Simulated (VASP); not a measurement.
A run of VASP 6.6.1:

Contents of INCAR:

```
SYSTEM = Bi2Se3
PREC = Accurate
ENCUT = 520
EDIFF = 1E-6
ISMEAR = 0
SIGMA = 0.01
LREAL = .FALSE.
LASPH = .TRUE.
NELM = 60
ALGO = Normal
ISIF = 2
LWAVE = .FALSE.
LCHARG = .FALSE.
GGA = RP
NBANDS = 32
```

The input KPOINTS:

```
Automatic mesh
0
G
  6 6 6
  0 0 0
```

The input POSCAR:

```
Bi2Se3
1.0
    2.0715000000      1.1959810000      9.5453330000
   -2.0715000000      1.1959810000      9.5453330000
    0.0000000000     -2.3919620000      9.5453330000
Bi Se
2 3
Direct
    0.4008000000      0.4008000000      0.4008000000
    0.5992000000      0.5992000000      0.5992000000
    0.0000000000      0.0000000000      0.0000000000
    0.2117000000      0.2117000000      0.2117000000
    0.7883000000      0.7883000000      0.7883000000
```

Potentials or basis: VASP PAW PBE potentials, release 64 (Bi_d, Se).

The run is started by

```sh
$ cat potpaw_PBE.64/Bi_d/POTCAR potpaw_PBE.64/Se/POTCAR > POTCAR
$ mpirun -np 1 vasp_std > vasp.out
```

Hardware: 1 thread of Intel(R) Xeon(R) Platinum 8488C (Sapphire Rapids), with other jobs on the host.

How long does it take, and how much memory?

Run time: 10 min on 1 thread of Intel(R) Xeon(R) Platinum 8488C (Sapphire Rapids) (shared host), peak memory 0.94 GiB. Counts: scf iterations 15, k points 32.
